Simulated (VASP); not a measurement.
Runs of VASP 6.6.1 on GeMo. The structure is that of space group P6/mmm (No. 191), or close to it. The cells are those of the table. The cell was built from a structure type or drawn by symmetry, and may not be a known phase.

| task | spin | cell | k mesh | cutoff (eV) | gap on the mesh (eV) | pressure (GPa) | relaxed volume (Å³/atom) |
| --- | --- | --- | --- | --- | --- | --- | --- |
| single point | off | a = 3.215, b = 3.215, c = 4.373 Å, angles 90.0, 90.0, 120.0°, 2 atoms | 6 × 6 × 4 | 520 | none | 20.4 | - |
| single point | off | a = 2.792, b = 2.792, c = 5.200 Å, angles 90.0, 90.0, 120.0°, 2 atoms | 24 × 24 × 12 | 520 | none | 0.2 | - |
| relaxation of cell and atoms | off | relaxed from a = 2.831, b = 2.831, c = 5.103 Å, angles 90.0, 90.0, 120.0°, 2 atoms | 24 × 24 × 12 | 600 | none | 0.0 | 17.57 |
| single point | off | a = 2.831, b = 2.831, c = 5.103 Å, angles 90.0, 90.0, 120.0°, 2 atoms | 6 × 6 × 4 | 520 | none | 0.3 | - |
| relaxation of cell and atoms | off | relaxed from a = 3.215, b = 3.215, c = 4.373 Å, angles 90.0, 90.0, 120.0°, 2 atoms | 6 × 6 × 4 | 600 | none | -0.2 | (a) |
| single point | collinear | a = 2.831, b = 2.831, c = 5.103 Å, angles 90.0, 90.0, 120.0°, 2 atoms | 6 × 6 × 4 | 520 | none | 0.3 | - |

Alike in all rows: level PBE; potentials or basis VASP PAW PBE potentials, release 64 (Ge_d, Mo_sv); smearing gaussian 0.1 eV.

Problem. Estimate the missing entries.

Solution. (a) 17.78.

Caveats: some runs use coarse meshes; a cell axis changed by over 15 % at a fixed basis, so the end point is rough (at least some runs).

A k mesh can miss the band edges, and the runs leave out spin-orbit coupling on Ge, Mo.

A gap of «none» marks levels without a gap at the run's occupations.
